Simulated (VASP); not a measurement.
# Si3C2: relaxation of cell and atoms with PBE

Crystal: Si3C2.

```
Si C
1.0
     4.01405    0.00000    0.00000
     0.00000    4.01405    0.00000
     0.00000    0.00000    4.01405
Si C
3 2
Direct
  0.00000 0.50000 0.50000
  0.50000 0.00000 0.50000
  0.50000 0.50000 0.00000
  0.50000 0.50000 0.50000
  0.00000 0.00000 0.00000
```

The cell was built from a structure type or drawn by symmetry, and may not be a known phase.

```json
{
 "Program": "VASP 6.6.1",
 "Task": "relaxation of cell and atoms",
 "Functional": "PBE",
 "Potentials or basis": "VASP PAW PBE potentials, release 64 (Si, C)",
 "Cutoff": "600 eV",
 "k mesh": "10 × 10 × 10",
 "Occupations": "gaussian, width 0.1 eV",
 "Spin": "no spin polarisation",
 "Dipole correction": "no",
 "Further INCAR settings": "ALGO = Normal; EDIFF = 1e-07; IBRION = 2; EDIFFG = -0.01; NSW = 100; ISIF = 3"
}
```

```json
{"Relaxed volume": "12.50 Å³/atom", "Relaxed cell": "a = 3.968 Å, b = 3.968 Å, c = 3.968 Å, α = 90.00°, β = 90.00°, γ = 90.00°", "Space group after relaxing (to 0.1 Å)": "Pm-3m (No. 221)", "Energy gained by relaxing": "4.8 meV/atom", "Ionic steps": "3", "Pressure after relaxing": "0.0 GPa", "Band gap on the k mesh": "zero (bands 10 and 11 overlap by 3.48 eV)"}
```

The path:
```
step  energy change (eV)  largest force (eV/Å)  pressure (GPa)  volume (Å³)
   1              0.0000                0.0000           -3.40        64.68
   2             -0.0233                0.0000            0.62        62.14
   3             -0.0240                0.0000            0.00        62.49
```

Final structure:
```cif
data_structure
_symmetry_space_group_name_H-M 'P 1'
_symmetry_Int_Tables_number 1
_cell_length_a 3.9683
_cell_length_b 3.9683
_cell_length_c 3.9683
_cell_angle_alpha 90.000
_cell_angle_beta 90.000
_cell_angle_gamma 90.000
_cell_volume 62.49
loop_
_atom_site_label
_atom_site_type_symbol
_atom_site_fract_x
_atom_site_fract_y
_atom_site_fract_z
_atom_site_occupancy
Si1 Si 0.00000 0.50000 0.50000 1
Si2 Si 0.50000 0.00000 0.50000 1
Si3 Si 0.50000 0.50000 0.00000 1
C1 C 0.50000 0.50000 0.50000 1
C2 C 0.00000 0.00000 0.00000 1
```

Levels at points of the mesh, in eV from the Fermi level:
| k point | band 7 | band 8 | band 9 | band 10 | band 11 | band 12 | band 13 | band 14 |
| --- | --- | --- | --- | --- | --- | --- | --- | --- |
| (0.00, 0.00, 0.00) | -4.47 | -1.95 | -1.23 | -1.23 | -1.23 | 3.24 | 3.24 | 3.24 |
| (0.50, 0.00, 0.00) | -3.51 | -2.69 | -2.69 | -0.20 | 1.76 | 2.31 | 2.81 | 2.81 |
| (0.50, 0.50, 0.00) | -2.24 | -2.24 | -2.05 | -1.15 | -0.27 | -0.27 | 3.23 | 3.23 |
| (0.50, 0.50, 0.50) | -5.82 | -5.82 | 2.26 | 2.26 | 2.26 | 3.45 | 3.45 | 3.45 |

It took 2.7 min on 1 thread of Intel Xeon 8259CL (shared host), peak memory 0.21 GiB.
